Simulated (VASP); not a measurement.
# Li (P6_3/mmc) in VASP: notebook

Runs on Li. Level: PBE+D3(BJ). Tasks: single point, relaxation of cell and atoms.

Program: VASP 6.6.1. These are calculated values, not measurements. Logs are shortened: lines on timing, memory, paths and dates and some standing lists are left out, and cuts for length are marked.

### Step 1. The cell of the first run

The structure is hexagonal, space group P6_3/mmc (No. 194). The conventional cell has a = 2.955 Å, b = 2.955 Å, c = 4.847 Å, α = 90.00°, β = 90.00°, γ = 120.00°. Li (site symmetry -6m2) has 12 Li at 2.95 to 2.96 Å within 3.9 Å.

### Step 2. Single point, PBE+D3(BJ)

INCAR

```
  ALGO = Normal
  EDIFF = 1E-6
  ENCUT = 520
  GGA = PE
  ISIF = 2
  ISMEAR = -1
  IVDW = 12
  LASPH = True
  LCHARG = True
  LELF = True
  LREAL = False
  LVHAR = True
  LWAVE = False
  NBANDS = 10
  NELM = 100
  PREC = Accurate
  SIGMA = 0.15
```

KPOINTS

```
k-points
0
Gamma
  18 18 10
```

POSCAR

```
Li
1.0
    2.9546981807      0.0000000000      0.0000000000
   -1.4773490903      2.5588436850      0.0000000000
    0.0000000000      0.0000000000      4.8466571848
Li
2
Direct
    0.3333333333      0.6666666667      0.2500000000
    0.6666666667      0.3333333333      0.7500000000
```

Potentials or basis: VASP PAW PBE potentials, release 64 (Li_sv).

On the command line:

```
cat potpaw_PBE.64/Li_sv/POTCAR > POTCAR
mpirun -np 1 vasp_std > vasp.out
```

OUTCAR:

```text
EDIFF = 1E-6
   ENCUT = 520
   GGA = PE
   ISIF = 2
   ISMEAR = -1
   IVDW = 12
   LASPH = True
   LREAL = False
   NELM = 100
   PREC = Accurate
 IVDW          = 12

 ion  position               nearest neighbor table
   1  0.333  0.667  0.250-
   2  0.667  0.333  0.750-

  LATTYP: Found a hexagonal cell.
 ALAT       =     2.9546981807
 C/A-ratio  =     1.6403222557

  Lattice vectors:

 A1 = (   2.9546981807,   0.0000000000,   0.0000000000)
 A2 = (  -1.4773490903,   2.5588436850,   0.0000000000)
 A3 = (   0.0000000000,   0.0000000000,   4.8466571848)

Analysis of symmetry for initial positions (statically):
=====================================================================
 Subroutine PRICEL returns:
 Original cell was already a primitive cell.

 Routine SETGRP: Setting up the symmetry group for a
 hexagonal supercell.

 Subroutine GETGRP returns: Found 24 space group operations
 (whereof 12 operations were pure point group operations)
 out of a pool of 24 trial point group operations.

The static configuration has the point symmetry D_3d.
 The point group associated with its full space group is D_6h.

Analysis of symmetry for dynamics (positions and initial velocities):
=====================================================================
 Subroutine PRICEL returns:
 Original cell was already a primitive cell.

 Routine SETGRP: Setting up the symmetry group for a
 hexagonal supercell.

 Subroutine GETGRP returns: Found 24 space group operations
 (whereof 12 operations were pure point group operations)
 out of a pool of 24 trial point group operations.

The dynamic configuration has the point symmetry D_3d.
 The point group associated with its full space group is D_6h.

 Subroutine INISYM returns: Found 24 space group operations
 (whereof 12 operations are pure point group operations),
 and found     1 'primitive' translations

----------------------------------------------------------------------------------------

                                     Primitive cell

  volume of cell :      36.6437

  direct lattice vectors                    reciprocal lattice vectors
     2.954698181  0.000000000  0.000000000     0.338444044  0.195400760  0.000000000
    -1.477349090  2.558843685  0.000000000     0.000000000  0.390801519  0.000000000
     0.000000000  0.000000000  4.846657185     0.000000000  0.000000000  0.206327776

  length of vectors
     2.954698181  2.954698181  4.846657185     0.390801519  0.390801519  0.206327776

  position of ions in fractional coordinates (direct lattice)
     0.333333333  0.666666667  0.250000000
     0.666666667  0.333333333  0.750000000

  ion indices of the primitive-cell ions
   primitive index   ion index
                 1           1
                 2           2

----------------------------------------------------------------------------------------

 KPOINTS: k-points

Automatic generation of k-mesh.
 Grid dimensions read from file:
 generate k-points for:   18   18   10

 Generating k-lattice:

  Cartesian coordinates                     Fractional coordinates (reciprocal lattice)
     0.018802447  0.010855598  0.000000000     0.055555556  0.000000000  0.000000000
     0.000000000  0.021711196  0.000000000     0.000000000  0.055555556  0.000000000
     0.000000000  0.000000000  0.020632778     0.000000000  0.000000000  0.100000000

  Length of vectors
     0.021711196  0.021711196  0.020632778

  Shift w.r.t. Gamma in fractional coordinates (k-lattice)
     0.000000000  0.000000000  0.000000000

 Subroutine IBZKPT returns following result:
 ===========================================

 Found    222 irreducible k-points:

 Following reciprocal coordinates:
            Coordinates               Weight
  0.000000  0.000000  0.000000      1.000000
  0.055556 -0.000000  0.000000      6.000000
  0.111111 -0.000000  0.000000      6.000000
  0.166667 -0.000000  0.000000      6.000000
  0.222222 -0.000000  0.000000      6.000000
  0.277778 -0.000000  0.000000      6.000000
[... 16 lines left out ...]
  0.333333  0.111111  0.000000     12.000000
  0.388889  0.111111  0.000000     12.000000
 [... further k-points ...]
   k-points           NKPTS =    222   k-points in BZ     NKDIM =    222   number of bands    NBANDS=     10
   number of dos      NEDOS =    301   number of ions     NIONS =      2
   total plane-waves  NPLWV =  20736
   dimension x,y,z NGX =    24 NGY =   24 NGZ =   36
   dimension x,y,z NGXF=    48 NGYF=   48 NGZF=   72
   ions per type =               2
   NGX,Y,Z   is equivalent  to a cutoff of  13.50, 13.50, 12.35 a.u.
   NGXF,Y,Z  is equivalent  to a cutoff of  27.01, 27.01, 24.70 a.u.
 SYSTEM =  unknown system
   PREC   = accura    normal or accurate (medium, high low for compatibility)
   ISTART =      0    job   : 0-new  1-cont  2-samecut
   ICHARG =      2    charge: 1-file 2-atom 10-const
   ISPIN  =      1    spin polarized calculation?
   LNONCOLLINEAR =      F non collinear calculations
   LSORBIT =      F    spin-orbit coupling
   LASPH  =      T    aspherical Exc in radial PAW
   ENCUT  =  520.0 eV  38.22 Ry    6.18 a.u.   5.49  5.49  9.01*2*pi/ulx,y,z
   NELM   =    100;   NELMIN=  2; NELMDL= -5     # of ELM steps
   EDIFF  = 0.1E-05   stopping-criterion for ELM
   LREAL  =      F    real-space projection
   EDIFFG = 0.1E-04   stopping-criterion for IOM
   NSW    =      0    number of steps for IOM
   IBRION =     -1    ionic relax: 0-MD 1-quasi-New 2-CG
   NFREE  =      0    steps in history (QN), initial steepest desc. (CG)
   ISIF   =      2    stress and relaxation
   ISYM   =      2    0-nonsym 1-usesym 2-fastsym
   POTIM  = 0.5000    time-step for ionic-motion
   TEBEG  =    0.0;   TEEND  =   0.0 temperature during run
   PSTRESS=    0.0 pullay stress
   NELECT =       6.0000    total number of electrons
   NUPDOWN=      -1.0000    fix difference up-down
   EMIN   =  10.00;   EMAX   =-10.00  energy-range for DOS
   EFERMI =   0.00;   METHOD = LEGACY
   ISMEAR =    -1;   SIGMA  =   0.15  broadening in eV -4-tet -1-fermi 0-gaus
   EFERMI_NEDOS =   21; number of points for ismear=-14 and -15
   IALGO  =     38    algorithm
   IMIX   =      4    mixing-type and parameters
     AMIX     =   0.40;   BMIX     =  1.00
     AMIX_MAG =   1.60;   BMIX_MAG =  1.00
  volume/ion in A,a.u.               =      18.32       123.64
  Fermi-wavevector in a.u.,A,eV,Ry     =   0.895624  1.692483 10.913799  0.802142
  Thomas-Fermi vector in A             =   2.017979
   LORBIT       =      0    0 simple, 1 ext, 2 COOP (PROOUT), +10 PAW based schemes
   GGA     = PE    functional components
   LHFCALC =     F    Hartree Fock is set to
   AEXX    =    0.0000 exact exchange contribution
   IVDW    =    12    specifies the selected vdW correction
   LEPSILON=     F    determine dielectric tensor
   LRPA    =     F    only Hartree local field effects (RPA)
 non-spin polarized calculation
  energy-cutoff  :      520.00
  volume of cell :       36.64
 maximum number of plane-waves:      1014
 NGX is ok and might be reduce to    24
   NGX = 11   NGY = 11   NGZ = 19

 number of electron       6.0000007 magnetization

 Free energy of the ion-electron system (eV)
  ---------------------------------------------------
  ext. energy  EPLUGINS =         0.00000000
  ---------------------------------------------------
  free energy    TOTEN  =        -3.82781269 eV

  energy without entropy =       -3.76114375  energy(sigma->0) =       -3.79447822

 E-fermi :   0.9123     XC(G=0):  -7.2948

 val. band max:        0.9019697216   @ k =   0.0556  -0.0000   0.0000
 cond. band min:       0.9134958326   @ k =   0.1667   0.1667   0.3000
 fundamental gap:      0.0115261111
 Fermi energy:         0.9123420794

 k-point     1 :       0.0000    0.0000    0.0000
  band No.  band energies     occupation
      1     -45.4425      2.00000
      2     -45.4158      2.00000
      3      -2.7675      2.00000
      4       0.8324      1.26049
      5       4.1554      0.00000
      6      14.3399      0.00000
      7      14.3400      0.00000
      8      15.8183      0.00000
      9      15.8183      0.00000
     10      16.3824      0.00000

 k-point     2 :       0.0556   -0.0000    0.0000
  band No.  band energies     occupation
      1     -45.4418      2.00000
      2     -45.4155      2.00000
      3      -2.7166      2.00000
      4       0.9020      1.03456
      5       4.1706      0.00000
      6      13.7256      0.00000
      7      13.8908      0.00000
      8      15.8127      0.00000
      9      16.1249      0.00000
     10      16.3352      0.00000

 k-point     3 :       0.1111   -0.0000    0.0000
  band No.  band energies     occupation
      1     -45.4397      2.00000
      2     -45.4146      2.00000
      3      -2.5639      2.00000
      4       1.1107      0.42078
      5       4.2140      0.00000
      6      12.3866      0.00000
      7      13.1030      0.00000
      8      15.7842      0.00000
      9      16.1052      0.00000
     10      16.3716      0.00000

 k-point     4 :       0.1667   -0.0000    0.0000
  band No.  band energies     occupation
      1     -45.4363      2.00000
      2     -45.4131      2.00000
      3      -2.3091      2.00000
      4       1.4583      0.05117
      5       4.2752      0.00000
      6      10.8826      0.00000
      7      12.3230      0.00000
      8      15.3922      0.00000
      9      15.5291      0.00000
     10      15.9921      0.00000

 k-point     5 :       0.2222   -0.0000    0.0000
  band No.  band energies     occupation
      1     -45.4322      2.00000
      2     -45.4113      2.00000
      3      -1.9522      2.00000
      4       1.9440      0.00206
      5       4.3214      0.00000
      6       9.4625      0.00000
      7      11.6288      0.00000
      8      14.0521      0.00000
      9      14.1938      0.00000
     10      15.8034      0.00000

 k-point     6 :       0.2778   -0.0000    0.0000
  band No.  band energies     occupation
      1     -45.4277      2.00000
      2     -45.4095      2.00000
      3      -1.4937      2.00000
      4       2.5665      0.00003
      5       4.2685      0.00000
      6       8.2938      0.00000
      7      11.0462      0.00000
      8      12.4447      0.00000
      9      12.8305      0.00000
     10      15.3728      0.00000
[... 183 lines left out ...]
 k-point    21 :       0.2222    0.1111    0.0000
  band No.  band energies     occupation
      1     -45.4262      2.00000
      2     -45.4090      2.00000
      3      -1.3369      2.00000
      4       2.7738      0.00001
      5       4.3664      0.00000
      6       7.9709      0.00000
      7       9.8345      0.00000
      8      12.5360      0.00000
      9      13.4981      0.00000
     10      14.6823      0.00000

 k-point    22 :       0.2778    0.1111    0.0000
  band No.  band energies     occupation
      1     -45.4220      2.00000
      2     -45.4078      2.00000
      3      -0.7766      1.99997
      4       3.5295      0.00000
      5       4.1257      0.00000
      6       7.1572      0.00000
      7       9.2152      0.00000
      8      10.9832      0.00000
      9      12.5990      0.00000
     10      14.3672      0.00000

 k-point    23 :       0.3333    0.1111    0.0000
  band No.  band energies     occupation
      1     -45.4182      2.00000
      2     -45.4070      2.00000
      3      -0.1272      1.99805
      4       3.5226      0.00000
      5       4.4114      0.00000
      6       6.9035      0.00000
      7       8.6207      0.00000
      8       9.4866      0.00000
      9      11.9228      0.00000
     10      14.1362      0.00000

 k-point    24 :       0.3889    0.1111    0.0000
  band No.  band energies     occupation
      1     -45.4154      2.00000
      2     -45.4068      2.00000
      3       0.5672      1.81796
      4       2.7349      0.00001
      5       5.3878      0.00000
      6       7.0742      0.00000
      7       8.0556      0.00000
      8       8.1295      0.00000
      9      11.5094      0.00000
     10      13.9998      0.00000

 [... further k-points ...]

------------------------ aborting loop because EDIFF is reached ----------------------------------------

 Edisp (eV)   -0.37415

 E8    (eV) :    -0.1555

  FORCE on cell =-STRESS in cart. coord.  units (eV):
  Direction    XX          YY          ZZ          XY          YZ          ZX
  --------------------------------------------------------------------------------------
  -------------------------------------------------------------------------------------
  Total      -0.01895    -0.01895    -0.01799    -0.00000     0.00000     0.00000
  in kB      -0.82850    -0.82850    -0.78670    -0.00000     0.00000     0.00000
  external pressure =       -0.81 kB  Pullay stress =        0.00 kB

 VOLUME and BASIS-vectors are now :
 -----------------------------------------------------------------------------
  energy-cutoff  :      520.00
  volume of cell :       36.64
      direct lattice vectors                 reciprocal lattice vectors
     2.954698181  0.000000000  0.000000000     0.338444044  0.195400760  0.000000000
    -1.477349090  2.558843685  0.000000000     0.000000000  0.390801519  0.000000000
     0.000000000  0.000000000  4.846657185     0.000000000  0.000000000  0.206327776

 POSITION                                       TOTAL-FORCE (eV/Angst)
 -----------------------------------------------------------------------------------
     -0.00000      1.70590      1.21166         0.000000     -0.000000      0.000000
      1.47735      0.85295      3.63499        -0.000000      0.000000      0.000000
 -----------------------------------------------------------------------------------
    total drift:                               -0.000000      0.000000      0.000000

  FREE ENERGIE OF THE ION-ELECTRON SYSTEM (eV)
  ---------------------------------------------------
  free  energy   TOTEN  =        -4.2019592084 eV

  energy  without entropy=       -4.1352902606  energy(sigma->0) =       -4.16862473
```

Run time: 30 s. Hardware: 1 thread of AMD EPYC 9R45 (Zen 5), shared host; peak memory 0.17 GiB.

What came out:

* Free energy: -4.2020 eV
* Band gap on the k mesh: zero (band 3 reaches 3.23 eV, above the bottom of band 4 at -1.62 eV)
* Dispersion energy per atom: -0.187 eV

Caveat: the cutoff is under 1.25 times the usual one of these potentials, so pressure, stress and relaxed cells hold a basis-set (Pulay) error; pairwise dispersion overbinds metals, which lowers pressure and volume.

(Continued in part 2 of 2.)
